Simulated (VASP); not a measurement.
# CdBr3 (Pm-3m) in VASP: notebook

Runs on CdBr3. Level: PBE. Tasks: single point.

Program: VASP 6.6.1. These are calculated values, not measurements. Logs are shortened: lines on timing, memory, paths and dates and some standing lists are left out, and cuts for length are marked.

## Step 1: The cell of the first run

Symmetry: Pm-3m, No. 221, cubic system. Conventional cell: a = 4.795 Å, b = 4.795 Å, c = 4.795 Å, α = 90.00°, β = 90.00°, γ = 90.00°. Cd (site symmetry m-3m) has 12 Br at 3.39 Å within 4.5 Å. Within 4.5 Å of Br (site symmetry 4/mmm) lie 4 Cd at 3.39 Å and 8 Br at 3.39 Å.

## Step 2: Single point, PBE

The input, INCAR:

```
SYSTEM = CdBr3
ALGO = Normal
EDIFF = 1E-7
ENCUT = 520
GGA = PE
ISIF = 2
ISMEAR = 0
LASPH = .TRUE.
LCHARG = .TRUE.
LELF = .TRUE.
LREAL = .FALSE.
LVHAR = .TRUE.
LWAVE = .FALSE.
NBANDS = 24
NELM = 100
PREC = Accurate
SIGMA = 0.1
```

The input, KPOINTS:

```
k-points
0
G
  4 4 4
  0 0 0
```

The input, POSCAR:

```
CdBr3
1.0
    4.7951821729      0.0000000000      0.0000000000
    0.0000000000      4.7951821729      0.0000000000
    0.0000000000      0.0000000000      4.7951821729
Cd Br
1 3
Direct
    0.0000000000      0.0000000000      0.0000000000
    0.0000000000      0.5000000000      0.5000000000
    0.5000000000      0.0000000000      0.5000000000
    0.5000000000      0.5000000000      0.0000000000
```

Potentials or basis: VASP PAW PBE potentials, release 64 (Cd, Br).

Started as:

```console
$ cat potpaw_PBE.64/Cd/POTCAR potpaw_PBE.64/Br/POTCAR > POTCAR
$ mpirun -np 1 vasp_std > vasp.out
```

OUTCAR:

```text
SYSTEM = CdBr3
   EDIFF = 1E-7
   ENCUT = 520
   GGA = PE
   ISIF = 2
   ISMEAR = 0
   LASPH = .TRUE.
   LREAL = .FALSE.
   NELM = 100
   PREC = Accurate

 ion  position               nearest neighbor table
   1  0.000  0.000  0.000-
   2  0.000  0.500  0.500-
   3  0.500  0.000  0.500-
   4  0.500  0.500  0.000-

  LATTYP: Found a simple cubic cell.
 ALAT       =     4.7951821729

  Lattice vectors:

 A1 = (   4.7951821729,   0.0000000000,   0.0000000000)
 A2 = (   0.0000000000,   4.7951821729,   0.0000000000)
 A3 = (   0.0000000000,   0.0000000000,   4.7951821729)

Analysis of symmetry for initial positions (statically):
=====================================================================
 Subroutine PRICEL returns:
 Original cell was already a primitive cell.

 Routine SETGRP: Setting up the symmetry group for a
 simple cubic supercell.

 Subroutine GETGRP returns: Found 48 space group operations
 (whereof 48 operations were pure point group operations)
 out of a pool of 48 trial point group operations.

The static configuration has the point symmetry O_h .

Analysis of symmetry for dynamics (positions and initial velocities):
=====================================================================
 Subroutine PRICEL returns:
 Original cell was already a primitive cell.

 Routine SETGRP: Setting up the symmetry group for a
 simple cubic supercell.

 Subroutine GETGRP returns: Found 48 space group operations
 (whereof 48 operations were pure point group operations)
 out of a pool of 48 trial point group operations.

The dynamic configuration has the point symmetry O_h .

 Subroutine INISYM returns: Found 48 space group operations
 (whereof 48 operations are pure point group operations),
 and found     1 'primitive' translations

----------------------------------------------------------------------------------------

                                     Primitive cell

  volume of cell :     110.2593

  direct lattice vectors                    reciprocal lattice vectors
     4.795182173  0.000000000  0.000000000     0.208542651  0.000000000  0.000000000
     0.000000000  4.795182173  0.000000000     0.000000000  0.208542651  0.000000000
     0.000000000  0.000000000  4.795182173     0.000000000  0.000000000  0.208542651

  length of vectors
     4.795182173  4.795182173  4.795182173     0.208542651  0.208542651  0.208542651

  position of ions in fractional coordinates (direct lattice)
     0.000000000  0.000000000  0.000000000
     0.000000000  0.500000000  0.500000000
     0.500000000  0.000000000  0.500000000
     0.500000000  0.500000000  0.000000000

  ion indices of the primitive-cell ions
   primitive index   ion index
                 1           1
                 2           2
                 3           3
                 4           4

----------------------------------------------------------------------------------------

 KPOINTS: k-points

Automatic generation of k-mesh.
 Grid dimensions read from file:
 generate k-points for:    4    4    4

 Generating k-lattice:

  Cartesian coordinates                     Fractional coordinates (reciprocal lattice)
     0.052135663  0.000000000  0.000000000     0.250000000  0.000000000  0.000000000
     0.000000000  0.052135663  0.000000000     0.000000000  0.250000000  0.000000000
     0.000000000  0.000000000  0.052135663     0.000000000  0.000000000  0.250000000

  Length of vectors
     0.052135663  0.052135663  0.052135663

  Shift w.r.t. Gamma in fractional coordinates (k-lattice)
     0.000000000  0.000000000  0.000000000

 Subroutine IBZKPT returns following result:
 ===========================================

 Found     10 irreducible k-points:

 Following reciprocal coordinates:
            Coordinates               Weight
  0.000000  0.000000  0.000000      1.000000
  0.250000  0.000000  0.000000      6.000000
  0.500000  0.000000  0.000000      3.000000
  0.250000  0.250000  0.000000     12.000000
  0.500000  0.250000  0.000000     12.000000
  0.500000  0.500000  0.000000      3.000000
  0.250000  0.250000  0.250000      8.000000
  0.500000  0.250000  0.250000     12.000000
  0.500000  0.500000  0.250000      6.000000
  0.500000  0.500000  0.500000      1.000000
   k-points           NKPTS =     10   k-points in BZ     NKDIM =     10   number of bands    NBANDS=     24
   number of dos      NEDOS =    301   number of ions     NIONS =      4
   total plane-waves  NPLWV =  46656
   dimension x,y,z NGX =    36 NGY =   36 NGZ =   36
   dimension x,y,z NGXF=    72 NGYF=   72 NGZF=   72
   ions per type =               1   3
   NGX,Y,Z   is equivalent  to a cutoff of  12.48, 12.48, 12.48 a.u.
   NGXF,Y,Z  is equivalent  to a cutoff of  24.96, 24.96, 24.96 a.u.
 SYSTEM =  CdBr3
   PREC   = accura    normal or accurate (medium, high low for compatibility)
   ISTART =      0    job   : 0-new  1-cont  2-samecut
   ICHARG =      2    charge: 1-file 2-atom 10-const
   ISPIN  =      1    spin polarized calculation?
   LNONCOLLINEAR =      F non collinear calculations
   LSORBIT =      F    spin-orbit coupling
   LASPH  =      T    aspherical Exc in radial PAW
   ENCUT  =  520.0 eV  38.22 Ry    6.18 a.u.   8.92  8.92  8.92*2*pi/ulx,y,z
   NELM   =    100;   NELMIN=  2; NELMDL= -5     # of ELM steps
   EDIFF  = 0.1E-06   stopping-criterion for ELM
   LREAL  =      F    real-space projection
   EDIFFG = 0.1E-05   stopping-criterion for IOM
   NSW    =      0    number of steps for IOM
   IBRION =     -1    ionic relax: 0-MD 1-quasi-New 2-CG
   NFREE  =      0    steps in history (QN), initial steepest desc. (CG)
   ISIF   =      2    stress and relaxation
   ISYM   =      2    0-nonsym 1-usesym 2-fastsym
   POTIM  = 0.5000    time-step for ionic-motion
   TEBEG  =    0.0;   TEEND  =   0.0 temperature during run
   PSTRESS=    0.0 pullay stress
   NELECT =      33.0000    total number of electrons
   NUPDOWN=      -1.0000    fix difference up-down
   EMIN   =  10.00;   EMAX   =-10.00  energy-range for DOS
   EFERMI =   0.00;   METHOD = LEGACY
   ISMEAR =     0;   SIGMA  =   0.10  broadening in eV -4-tet -1-fermi 0-gaus
   EFERMI_NEDOS =   21; number of points for ismear=-14 and -15
   IALGO  =     38    algorithm
   IMIX   =      4    mixing-type and parameters
     AMIX     =   0.40;   BMIX     =  1.00
     AMIX_MAG =   1.60;   BMIX_MAG =  1.00
  volume/ion in A,a.u.               =      27.56       186.02
  Fermi-wavevector in a.u.,A,eV,Ry     =   1.095068  2.069378 16.315748  1.199174
  Thomas-Fermi vector in A             =   2.231384
   LORBIT       =      0    0 simple, 1 ext, 2 COOP (PROOUT), +10 PAW based schemes
   GGA     = PE    functional components
   LHFCALC =     F    Hartree Fock is set to
   AEXX    =    0.0000 exact exchange contribution
   IVDW    =     0    specifies the selected vdW correction
   LEPSILON=     F    determine dielectric tensor
   LRPA    =     F    only Hartree local field effects (RPA)
 non-spin polarized calculation
 Gauss-broadening in eV      SIGMA  =   0.10
  energy-cutoff  :      520.00
  volume of cell :      110.26
 maximum number of plane-waves:      3016
 NGX is ok and might be reduce to    36
   NGX = 17   NGY = 17   NGZ = 17

 number of electron      32.9999990 magnetization

 Free energy of the ion-electron system (eV)
  ---------------------------------------------------
  ext. energy  EPLUGINS =         0.00000000
  ---------------------------------------------------
  free energy    TOTEN  =        -5.16149365 eV

  energy without entropy =       -5.11623520  energy(sigma->0) =       -5.13886443

 E-fermi :   1.2441     XC(G=0):  -9.2148

 val. band max:        1.2383249382   @ k =   0.0000   0.0000   0.0000
 cond. band min:       1.2469881746   @ k =   0.2500   0.2500   0.0000
 fundamental gap:      0.0086632365
 Fermi energy:         1.2440623192

 k-point     1 :       0.0000    0.0000    0.0000
  band No.  band energies     occupation
      1     -13.5040      2.00000
      2     -12.1232      2.00000
      3     -12.1232      2.00000
      4      -6.8817      2.00000
      5      -6.8817      2.00000
      6      -6.8817      2.00000
[... 16 lines left out ...]
     23       8.6455      0.00000
     24       8.6455      0.00000

 k-point     2 :       0.2500    0.0000    0.0000
  band No.  band energies     occupation
      1     -13.3426      2.00000
      2     -12.3237      2.00000
      3     -12.1078      2.00000
      4      -6.9054      2.00000
      5      -6.9017      2.00000
      6      -6.9017      2.00000
[... 16 lines left out ...]
     23       9.0870      0.00000
     24       9.6785      0.00000

 k-point     3 :       0.5000    0.0000    0.0000
  band No.  band energies     occupation
      1     -13.0630      2.00000
      2     -12.6425      2.00000
      3     -12.0922      2.00000
      4      -6.9317      2.00000
      5      -6.9213      2.00000
      6      -6.9213      2.00000
[... 16 lines left out ...]
     23      10.3934      0.00000
     24      10.6197      0.00000

 k-point     4 :       0.2500    0.2500    0.0000
  band No.  band energies     occupation
      1     -13.1945      2.00000
      2     -12.3676      2.00000
      3     -12.2195      2.00000
      4      -6.9168      2.00000
      5      -6.9013      2.00000
      6      -6.8985      2.00000
[... 16 lines left out ...]
     23       9.8704      0.00000
     24      10.9034      0.00000

 k-point     5 :       0.5000    0.2500    0.0000
  band No.  band energies     occupation
      1     -12.9298      2.00000
      2     -12.6157      2.00000
      3     -12.2437      2.00000
      4      -6.9194      2.00000
      5      -6.9185      2.00000
      6      -6.8982      2.00000
[... 73 lines left out ...]
 k-point     8 :       0.5000    0.2500    0.2500
  band No.  band energies     occupation
      1     -12.8263      2.00000
      2     -12.5956      2.00000
      3     -12.3392      2.00000
      4      -6.8994      2.00000
      5      -6.8992      2.00000
      6      -6.8891      2.00000
[... 16 lines left out ...]
     23      10.9732      0.00000
     24      11.3899      0.00000

 k-point     9 :       0.5000    0.5000    0.2500
  band No.  band energies     occupation
      1     -12.5827      2.00000
      2     -12.5751      2.00000
      3     -12.5751      2.00000
      4      -6.8882      2.00000
      5      -6.8822      2.00000
      6      -6.8822      2.00000
[... 16 lines left out ...]
     23      10.6634      0.00000
     24      10.7471      0.00000

 k-point    10 :       0.5000    0.5000    0.5000
  band No.  band energies     occupation
      1     -12.5617      2.00000
      2     -12.5617      2.00000
      3     -12.5617      2.00000
      4      -6.8606      2.00000
      5      -6.8606      2.00000
      6      -6.8455      2.00000
[... 16 lines left out ...]
     23       9.7242      0.00000
     24       9.7242      0.00000

------------------------ aborting loop because EDIFF is reached ----------------------------------------

  FORCE on cell =-STRESS in cart. coord.  units (eV):
  Direction    XX          YY          ZZ          XY          YZ          ZX
  --------------------------------------------------------------------------------------
  -------------------------------------------------------------------------------------
  Total       -0.4438129     -0.4438129     -0.4438129      0.0000000     -0.0000000     -0.0000000
  in kB       -6.4490412     -6.4490412     -6.4490412      0.0000000     -0.0000000     -0.0000000
  external PRESSURE =      -6.4490412 kB  Pullay stress =       0.0000000 kB

 VOLUME and BASIS-vectors are now :
 -----------------------------------------------------------------------------
  energy-cutoff  :      520.00
  volume of cell :      110.26
      direct lattice vectors                 reciprocal lattice vectors
     4.795182173  0.000000000  0.000000000     0.208542651  0.000000000  0.000000000
     0.000000000  4.795182173  0.000000000     0.000000000  0.208542651  0.000000000
     0.000000000  0.000000000  4.795182173     0.000000000  0.000000000  0.208542651

 POSITION                                       TOTAL-FORCE (eV/Angst)
 -----------------------------------------------------------------------------------
      0.00000      0.00000      0.00000         0.000000      0.000000      0.000000
      0.00000      2.39759      2.39759         0.000000      0.000000      0.000000
      2.39759      0.00000      2.39759         0.000000      0.000000      0.000000
      2.39759      2.39759      0.00000         0.000000      0.000000      0.000000
 -----------------------------------------------------------------------------------
    total drift:                                0.000000      0.000000      0.000000

  FREE ENERGIE OF THE ION-ELECTRON SYSTEM (eV)
  ---------------------------------------------------
  free  energy   TOTEN  =        -5.1614936519 eV

  energy  without entropy=       -5.1162352007  energy(sigma->0) =       -5.13886443
```

Wall time 36 s (1 thread of Intel Xeon Platinum 8259CL at 2.50GHz (Skylake/Cascade Lake), shared host); peak memory 0.21 GiB.

Results:

```yaml
Free_energy: -5.1615 eV
Pressure: -0.6 GPa
```

Caveat: an odd number of electrons without spin polarisation forces a metal; a magnetic or distorted state may lie lower.

## Step 3: Single point, PBE

This run uses another cell than the first one, of 27.04 Å³/atom, 0.981 times its volume.

The input, INCAR:

```
PREC = Accurate
ENCUT = 520
EDIFF = 1E-7
ISMEAR = 0
SIGMA = 0.1
LREAL = False
LASPH = True
NELM = 100
ALGO = Normal
ISIF = 2
LWAVE = False
LCHARG = False
GGA = PE
NBANDS = 24
```

The input, KPOINTS:

```
Automatic mesh
0
Gamma
  10 10 10
```

The input, POSCAR:

```
CdBr3
1.0
    4.7644051119      0.0000000000      0.0000000000
    0.0000000000      4.7644051119      0.0000000000
    0.0000000000      0.0000000000      4.7644051119
Cd Br
1 3
Direct
    0.0000000000      0.0000000000      0.0000000000
    0.0000000000      0.5000000000      0.5000000000
    0.5000000000      0.0000000000      0.5000000000
    0.5000000000      0.5000000000      0.0000000000
```

Potentials or basis: VASP PAW PBE potentials, release 64 (Cd, Br).

Started as:

```console
$ cat potpaw_PBE.64/Cd/POTCAR potpaw_PBE.64/Br/POTCAR > POTCAR
$ mpirun -np 1 vasp_std > vasp.out
```

Wall time 2.4 min (1 thread of Intel Xeon Platinum 8259CL at 2.50GHz (Skylake/Cascade Lake), shared host); peak memory 0.28 GiB.

The run converged. Its results:

```
Free energy : -5.1450 eV
Pressure    : 0.1 GPa
```

Levels at points of the mesh, in eV from the Fermi level:
```
           k point  band 15  band 16  band 17  band 18  band 19  band 20
(0.00, 0.00, 0.00)    -1.22     0.00     0.00     0.00     6.69     6.69
(0.50, 0.00, 0.00)    -1.60    -0.25    -0.25     1.64     3.57     5.83
(0.50, 0.50, 0.00)    -1.73     0.08     0.19     1.08     4.30     5.86
(0.50, 0.50, 0.50)     0.07     0.07     0.23     0.23     7.44     7.44
```

Caveat: an odd number of electrons without spin polarisation forces a metal; a magnetic or distorted state may lie lower.
